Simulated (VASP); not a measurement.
A run of VASP 6.6.1 is set up as follows.

File INCAR:

```
SYSTEM = Sc2Al
ALGO = Fast ; EDIFF = 1E-6
ENCUT = 520 ; GGA = PS
ISIF = 2 ; ISMEAR = 0
LASPH = .TRUE. ; LCHARG = .TRUE.
LELF = .TRUE. ; LREAL = .FALSE.
LVHAR = .TRUE. ; LWAVE = .FALSE.
NBANDS = 34 ; NELM = 100
PREC = Accurate ; SIGMA = 0.1
```

File KPOINTS:

```
k-points
0
G
  12 12 6
  0 0 0
```

The input POSCAR:

```
Sc2Al
1.0
    4.8926114005      0.0000000000      0.0000000000
   -2.4463057002      4.2371257637      0.0000000000
    0.0000000000      0.0000000000      6.1614205700
Sc Al
4 2
Direct
    0.0000000000      0.0000000000      0.0000000000
    0.0000000000      0.0000000000      0.5000000000
    0.3333333333      0.6666666667      0.7500000000
    0.6666666667      0.3333333333      0.2500000000
    0.3333333333      0.6666666667      0.2500000000
    0.6666666667      0.3333333333      0.7500000000
```

Potentials or basis: VASP PAW PBE potentials, release 64 (Sc_sv, Al).

Run with:

```sh
$ cat potpaw_PBE.64/Sc_sv/POTCAR potpaw_PBE.64/Al/POTCAR > POTCAR
$ mpirun -np 1 vasp_std > vasp.out
```

Question: Predict the band gap on the k mesh.

Answer: Zero (band 25 reaches 5.09 eV, above the bottom of band 26 at 4.37 eV).

Question: Predict the pressure.

Answer: -2.0 GPa.

Stress tensor (GPa, compression positive):
```
-1.90  0.00  0.00
 0.00 -1.90  0.00
 0.00  0.00 -2.13
```

Caveat: the PAW data sets were made with another functional, which shifts forces and pressure a little.
